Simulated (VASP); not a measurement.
# BN (P6_3mc) in VASP: a series of runs, part 2 of 2

VASP 6.6.1. The steps go on from the part before.

## (4) Single point, PBEsol

This run uses another cell than the first one, of 5.55 Å³/atom, 1.056 times its volume.

File INCAR:

```
  ALGO = Normal
  EDIFF = 1E-7
  ENCUT = 520
  GGA = PS
  ISIF = 2
  ISMEAR = 0
  LASPH = T
  LCHARG = T
  LELF = T
  LREAL = F
  LVHAR = T
  LWAVE = F
  NBANDS = 16
  NELM = 80
  PREC = Accurate
  SIGMA = 0.01
```

File KPOINTS:

```
k-points
0
Gamma
  8 8 5
```

File POSCAR:

```
BN
1.0
    2.4930086438      0.0000000000      0.0000000000
   -1.2465043219      2.1590084006      0.0000000000
    0.0000000000      0.0000000000      4.1278167569
B N
2 2
Direct
    0.6666666667      0.3333333333      0.0000000000
    0.3333333333      0.6666666667      0.5000000000
    0.6666666667      0.3333333333      0.3750000000
    0.3333333333      0.6666666667      0.8750000000
```

Potentials or basis: VASP PAW PBE potentials, release 64 (B, N).

Command:

```
$ cat potpaw_PBE.64/B/POTCAR potpaw_PBE.64/N/POTCAR > POTCAR
$ mpirun -np 1 vasp_std > vasp.out
```

OUTCAR:

```text
EDIFF = 1E-7
   ENCUT = 520
   GGA = PS
   ISIF = 2
   ISMEAR = 0
   LASPH = T
   LREAL = F
   NELM = 80
   PREC = Accurate

 ion  position               nearest neighbor table
   1  0.667  0.333  0.000-   4 1.53   4 1.53   4 1.53   3 1.55
   2  0.333  0.667  0.500-   3 1.53   3 1.53   3 1.53   4 1.55
   3  0.667  0.333  0.375-   2 1.53   2 1.53   2 1.53   1 1.55
   4  0.333  0.667  0.875-   1 1.53   1 1.53   1 1.53   2 1.55

  LATTYP: Found a hexagonal cell.
 ALAT       =     2.4930086438
 C/A-ratio  =     1.6557570978

  Lattice vectors:

 A1 = (   2.4930086438,   0.0000000000,   0.0000000000)
 A2 = (  -1.2465043219,   2.1590084006,   0.0000000000)
 A3 = (   0.0000000000,   0.0000000000,   4.1278167569)

Analysis of symmetry for initial positions (statically):
=====================================================================
 Subroutine PRICEL returns:
 Original cell was already a primitive cell.

 Routine SETGRP: Setting up the symmetry group for a
 hexagonal supercell.

 Subroutine GETGRP returns: Found 12 space group operations
 (whereof  6 operations were pure point group operations)
 out of a pool of 24 trial point group operations.

The static configuration has the point symmetry C_3v.
 The point group associated with its full space group is C_6v.

Analysis of symmetry for dynamics (positions and initial velocities):
=====================================================================
 Subroutine PRICEL returns:
 Original cell was already a primitive cell.

 Routine SETGRP: Setting up the symmetry group for a
 hexagonal supercell.

 Subroutine GETGRP returns: Found 12 space group operations
 (whereof  6 operations were pure point group operations)
 out of a pool of 24 trial point group operations.

The dynamic configuration has the point symmetry C_3v.
 The point group associated with its full space group is C_6v.

 Subroutine INISYM returns: Found 12 space group operations
 (whereof  6 operations are pure point group operations),
 and found     1 'primitive' translations

----------------------------------------------------------------------------------------

                                     Primitive cell

  volume of cell :      22.2177

  direct lattice vectors                    reciprocal lattice vectors
     2.493008644  0.000000000  0.000000000     0.401121754  0.231587797  0.000000000
    -1.246504322  2.159008401  0.000000000     0.000000000  0.463175595  0.000000000
     0.000000000  0.000000000  4.127816757     0.000000000  0.000000000  0.242258816

  length of vectors
     2.493008644  2.493008283  4.127816757     0.463175528  0.463175595  0.242258816

  position of ions in fractional coordinates (direct lattice)
     0.666666667  0.333333333  0.000000000
     0.333333333  0.666666667  0.500000000
     0.666666667  0.333333333  0.375000000
     0.333333333  0.666666667  0.875000000

  ion indices of the primitive-cell ions
   primitive index   ion index
                 1           1
                 2           2
                 3           3
                 4           4

----------------------------------------------------------------------------------------

 KPOINTS: k-points

Automatic generation of k-mesh.
 Grid dimensions read from file:
 generate k-points for:    8    8    5

 Generating k-lattice:

  Cartesian coordinates                     Fractional coordinates (reciprocal lattice)
     0.050140219  0.028948475  0.000000000     0.125000000 -0.000000000  0.000000000
     0.000000000  0.057896949  0.000000000     0.000000000  0.125000000  0.000000000
     0.000000000  0.000000000  0.048451763     0.000000000  0.000000000  0.200000000

  Length of vectors
     0.057896941  0.057896949  0.048451763

  Shift w.r.t. Gamma in fractional coordinates (k-lattice)
     0.000000000  0.000000000  0.000000000

 Subroutine IBZKPT returns following result:
 ===========================================

 Found     30 irreducible k-points:

 Following reciprocal coordinates:
            Coordinates               Weight
  0.000000  0.000000  0.000000      1.000000
  0.125000 -0.000000  0.000000      6.000000
  0.250000 -0.000000  0.000000      6.000000
  0.375000 -0.000000  0.000000      6.000000
  0.500000 -0.000000  0.000000      3.000000
  0.125000  0.125000  0.000000      6.000000
[... 16 lines left out ...]
  0.250000 -0.000000  0.400000     12.000000
  0.375000 -0.000000  0.400000     12.000000
 [... further k-points ...]
   k-points           NKPTS =     30   k-points in BZ     NKDIM =     30   number of bands    NBANDS=     16
   number of dos      NEDOS =    301   number of ions     NIONS =      4
   total plane-waves  NPLWV =  12800
   dimension x,y,z NGX =    20 NGY =   20 NGZ =   32
   dimension x,y,z NGXF=    40 NGYF=   40 NGZF=   64
   ions per type =               2   2
   NGX,Y,Z   is equivalent  to a cutoff of  13.34, 13.34, 12.89 a.u.
   NGXF,Y,Z  is equivalent  to a cutoff of  26.67, 26.67, 25.78 a.u.
 SYSTEM =  unknown system
   PREC   = accura    normal or accurate (medium, high low for compatibility)
   ISTART =      0    job   : 0-new  1-cont  2-samecut
   ICHARG =      2    charge: 1-file 2-atom 10-const
   ISPIN  =      1    spin polarized calculation?
   LNONCOLLINEAR =      F non collinear calculations
   LSORBIT =      F    spin-orbit coupling
   LASPH  =      T    aspherical Exc in radial PAW
   ENCUT  =  520.0 eV  38.22 Ry    6.18 a.u.   4.64  4.64  7.68*2*pi/ulx,y,z
   NELM   =     80;   NELMIN=  2; NELMDL= -5     # of ELM steps
   EDIFF  = 0.1E-06   stopping-criterion for ELM
   LREAL  =      F    real-space projection
   EDIFFG = 0.1E-05   stopping-criterion for IOM
   NSW    =      0    number of steps for IOM
   IBRION =     -1    ionic relax: 0-MD 1-quasi-New 2-CG
   NFREE  =      0    steps in history (QN), initial steepest desc. (CG)
   ISIF   =      2    stress and relaxation
   ISYM   =      2    0-nonsym 1-usesym 2-fastsym
   POTIM  = 0.5000    time-step for ionic-motion
   TEBEG  =    0.0;   TEEND  =   0.0 temperature during run
   PSTRESS=    0.0 pullay stress
   NELECT =      16.0000    total number of electrons
   NUPDOWN=      -1.0000    fix difference up-down
   EMIN   =  10.00;   EMAX   =-10.00  energy-range for DOS
   EFERMI =   0.00;   METHOD = LEGACY
   ISMEAR =     0;   SIGMA  =   0.01  broadening in eV -4-tet -1-fermi 0-gaus
   EFERMI_NEDOS =   21; number of points for ismear=-14 and -15
   IALGO  =     38    algorithm
   IMIX   =      4    mixing-type and parameters
     AMIX     =   0.40;   BMIX     =  1.00
     AMIX_MAG =   1.60;   BMIX_MAG =  1.00
  volume/ion in A,a.u.               =       5.55        37.48
  Fermi-wavevector in a.u.,A,eV,Ry     =   1.467400  2.772985 29.296937  2.153264
  Thomas-Fermi vector in A             =   2.583023
   LORBIT       =      0    0 simple, 1 ext, 2 COOP (PROOUT), +10 PAW based schemes
   GGA     = PS    functional components
   LHFCALC =     F    Hartree Fock is set to
   AEXX    =    0.0000 exact exchange contribution
   IVDW    =     0    specifies the selected vdW correction
   LEPSILON=     F    determine dielectric tensor
   LRPA    =     F    only Hartree local field effects (RPA)
 non-spin polarized calculation
 Gauss-broadening in eV      SIGMA  =   0.01
  energy-cutoff  :      520.00
  volume of cell :       22.22
 maximum number of plane-waves:       610
 NGX is ok and might be reduce to    20
   NGX =  9   NGY =  9   NGZ = 15

 number of electron      15.9999998 magnetization

 Free energy of the ion-electron system (eV)
  ---------------------------------------------------
  ext. energy  EPLUGINS =         0.00000000
  ---------------------------------------------------
  free energy    TOTEN  =       -36.52458480 eV

  energy without entropy =      -36.52458480  energy(sigma->0) =      -36.52458480

 E-fermi :   8.4519     XC(G=0): -13.3094

 val. band max:        8.3036266346   @ k =   0.0000   0.0000   0.0000
 cond. band min:      13.5305180823   @ k =   0.3750   0.2500   0.0000
 fundamental gap:      5.2268914476
 Fermi energy:         8.4519300382

 k-point     1 :       0.0000    0.0000    0.0000
  band No.  band energies     occupation
      1     -12.8519      2.00000
      2      -8.3608      2.00000
      3      -3.3018      2.00000
      4       6.0434      2.00000
      5       6.0434      2.00000
      6       8.0318      2.00000
[... 8 lines left out ...]
     15      20.6285      0.00000
     16      25.1608      0.00000
[... 420 lines left out ...]
  band No.  band energies     occupation
      1      -8.9891      2.00000
      2      -8.0724      2.00000
      3      -1.2521      2.00000
      4      -0.3444      2.00000
      5       3.2681      2.00000
      6       4.1496      2.00000
[... 8 lines left out ...]
     15      24.4261      0.00000
     16      25.7648      0.00000

 [... further k-points ...]
[... 5 lines left out ...]
  --------------------------------------------------------------------------------------
  -------------------------------------------------------------------------------------
  Total        3.5038360      3.5038346      3.3620325      0.0000000      0.0000000      0.0000000
  in kB      252.6712484    252.6711509    242.4454099      0.0000000      0.0000000      0.0000000
  external PRESSURE =     249.2626031 kB  Pullay stress =       0.0000000 kB

 VOLUME and BASIS-vectors are now :
 -----------------------------------------------------------------------------
  energy-cutoff  :      520.00
  volume of cell :       22.22
      direct lattice vectors                 reciprocal lattice vectors
     2.493008644  0.000000000  0.000000000     0.401121754  0.231587797  0.000000000
    -1.246504322  2.159008401  0.000000000     0.000000000  0.463175595  0.000000000
     0.000000000  0.000000000  4.127816757     0.000000000  0.000000000  0.242258816

 POSITION                                       TOTAL-FORCE (eV/Angst)
 -----------------------------------------------------------------------------------
      1.24650      0.71967      0.00000         0.000000      0.000000      0.112383
     -0.00000      1.43934      2.06391        -0.000000     -0.000000      0.112383
      1.24650      0.71967      1.54793        -0.000000     -0.000000     -0.112383
     -0.00000      1.43934      3.61184         0.000000     -0.000000     -0.112383
 -----------------------------------------------------------------------------------
    total drift:                                0.000000      0.000000     -0.000158

  FREE ENERGIE OF THE ION-ELECTRON SYSTEM (eV)
  ---------------------------------------------------
  free  energy   TOTEN  =       -36.5245847967 eV

  energy  without entropy=      -36.5245847967  energy(sigma->0) =      -36.52458480
```

OSZICAR:

```text
N       E                     dE             d eps       ncg     rms          rms(c)
DAV:   1     0.375404772528E+02    0.37540E+02   -0.83665E+03   960   0.979E+02
DAV:   2    -0.362945209182E+02   -0.73835E+02   -0.69458E+02  1376   0.234E+02
DAV:   3    -0.386321820457E+02   -0.23377E+01   -0.23329E+01  1056   0.384E+01
DAV:   4    -0.386373036770E+02   -0.51216E-02   -0.51212E-02  1216   0.206E+00
DAV:   5    -0.386373160554E+02   -0.12378E-04   -0.12378E-04  1016   0.920E-02    0.982E+00
DAV:   6    -0.367721235363E+02    0.18652E+01   -0.21028E+00  1240   0.132E+01    0.482E+00
DAV:   7    -0.365683635899E+02    0.20376E+00   -0.34605E-01  1272   0.469E+00    0.279E+00
DAV:   8    -0.365256367860E+02    0.42727E-01   -0.52011E-02  1192   0.183E+00    0.253E-01
DAV:   9    -0.365245147505E+02    0.11220E-02   -0.20563E-03  1080   0.513E-01    0.141E-01
DAV:  10    -0.365245841699E+02   -0.69419E-04   -0.22792E-04  1184   0.124E-01    0.199E-02
DAV:  11    -0.365245844126E+02   -0.24261E-06   -0.19580E-05  1208   0.407E-02    0.119E-02
DAV:  12    -0.365245847707E+02   -0.35818E-06   -0.25078E-06  1144   0.160E-02    0.130E-03
DAV:  13    -0.365245847967E+02   -0.25983E-07   -0.72939E-08   608   0.286E-03
   1 F= -.36524585E+02 E0= -.36524585E+02  d E =-.106813E-99
```

stdout:

```text
POSCAR found type information on POSCAR B N
 POSCAR found :  2 types and       4 ions
 scaLAPACK will be used
 -----------------------------------------------------------------------------
|                                                                             |
|                                                                             |
|     You enforced a specific xc type in the INCAR file but a different       |
|     I HOPE YOU KNOW WHAT YOU ARE DOING!                                     |
|                                                                             |
 -----------------------------------------------------------------------------

 LDA part: xc-table for (Slater+PW92), standard interpolation
 POSCAR, INCAR and KPOINTS ok, starting setup
 FFT: planning ... GRIDC
 FFT: planning ... GRID_SOFT
 FFT: planning ... GRID
 WAVECAR not read
 entering main loop
```

Run time: 10 s. Hardware: 1 thread of Intel Xeon 6975P-C (Granite Rapids), shared host; peak memory 0.13 GiB.

What came out:

| Quantity | Value |
| --- | --- |
| Free energy | -36.5246 eV |
| Pressure | 24.9 GPa |
| Largest force | 0.112 eV/Å |
| Band gap on the k mesh | 5.23 eV, indirect (least direct gap 8.51 eV) |

Forces in eV/Å, atoms in the order of the input:
```
B    0.000  0.000  0.112
B    0.000  0.000  0.112
N    0.000  0.000 -0.112
N    0.000  0.000 -0.112
```

Caveat: the PAW data sets were made with another functional, which shifts forces and pressure a little.

## (5) Single point, PBEsol

This run uses another cell than the first one, of 5.70 Å³/atom, 1.083 times its volume.

File INCAR:

```
SYSTEM = BN
ALGO     = Normal         ! electronic algorithm
EDIFF    = 1E-7           ! SCF threshold, eV
ENCUT    = 520            ! plane-wave cutoff, eV
GGA      = PS             ! functional
ISIF     = 2              ! what is computed and relaxed
ISMEAR   = 0              ! smearing method
LASPH    = .True.         ! aspherical terms in the spheres
LCHARG   = .False.        ! write CHGCAR
LREAL    = .False.        ! projectors in reciprocal space
LWAVE    = .False.        ! write WAVECAR
NBANDS   = 16             ! bands
NELM     = 60             ! most SCF steps
PREC     = Accurate       ! precision mode
SIGMA    = 0.01           ! smearing width, eV
```

File KPOINTS:

```
k-points
0
Gamma
  8 8 5
  0 0 0
```

File POSCAR:

```
BN
1.0
    2.5146880680      0.0000000000      0.0000000000
   -1.2573440340      2.1777833291      0.0000000000
    0.0000000000      0.0000000000      4.1637126174
B N
2 2
Direct
    0.6666666667      0.3333333333      0.0000000000
    0.3333333333      0.6666666667      0.5000000000
    0.6666666667      0.3333333333      0.3750000000
    0.3333333333      0.6666666667      0.8750000000
```

Command:

```
$ cat potpaw_PBE.64/B/POTCAR potpaw_PBE.64/N/POTCAR > POTCAR
$ mpirun -np 1 vasp_std > vasp.out
```

It took 9.7 s on 1 thread of Intel Xeon 6975P-C (Granite Rapids), shared host; peak memory 0.13 GiB.

The run converged. Its results:

* Free energy: -36.5946 eV
* Pressure: 13.1 GPa
* Largest force: 0.086 eV/Å
* Band gap on the k mesh: 5.26 eV, indirect (least direct gap 8.38 eV)

Forces in eV/Å, atoms in the order of the input:
```
B    0.000  0.000  0.086
B    0.000  0.000  0.086
N    0.000  0.000 -0.086
N    0.000  0.000 -0.086
```

Stress tensor (GPa, compression positive):
```
13.46  0.00  0.00
 0.00 13.46  0.00
 0.00  0.00 12.40
```

Levels at points of the mesh, in eV from the valence-band top:
| k point | band 6 | band 7 | band 8 | band 9 | band 10 | band 11 |
| --- | --- | --- | --- | --- | --- | --- |
| (0.00, 0.00, 0.00) | -0.26 | 0.00 | 0.00 | 8.48 | 8.48 | 8.70 |
| (0.50, 0.00, 0.00) | -5.19 | -4.64 | -2.21 | 6.71 | 7.93 | 10.76 |

Caveat: the PAW data sets were made with another functional, which shifts forces and pressure a little.

## (6) The runs side by side

| cell | gap on the mesh (eV) | pressure (GPa) | largest force (eV/Å) |
| --- | --- | --- | --- |
| a = 2.448, b = 2.448, c = 4.054 Å, angles 90.0, 90.0, 120.0°, 4 atoms | 5.14 | 53.1 | 0.17 |
| a = 2.471, b = 2.471, c = 4.091 Å, angles 90.0, 90.0, 120.0°, 4 atoms | 5.18 | 38.2 | 0.14 |
| a = 2.493, b = 2.493, c = 4.128 Å, angles 90.0, 90.0, 120.0°, 4 atoms | 5.23 | 24.9 | 0.11 |
| a = 2.515, b = 2.515, c = 4.164 Å, angles 90.0, 90.0, 120.0°, 4 atoms | 5.26 | 13.1 | 0.09 |

Alike in all rows: task single point; level PBEsol; potentials or basis VASP PAW PBE potentials, release 64 (B, N); no spin polarisation; k mesh 8 × 8 × 5; cutoff (eV) 520; smearing gaussian 0.01 eV.

Caveats: the PAW data sets were made with another functional, which shifts forces and pressure a little.

Total energies depend on the potentials used, so only differences within one code and one set of settings carry meaning.
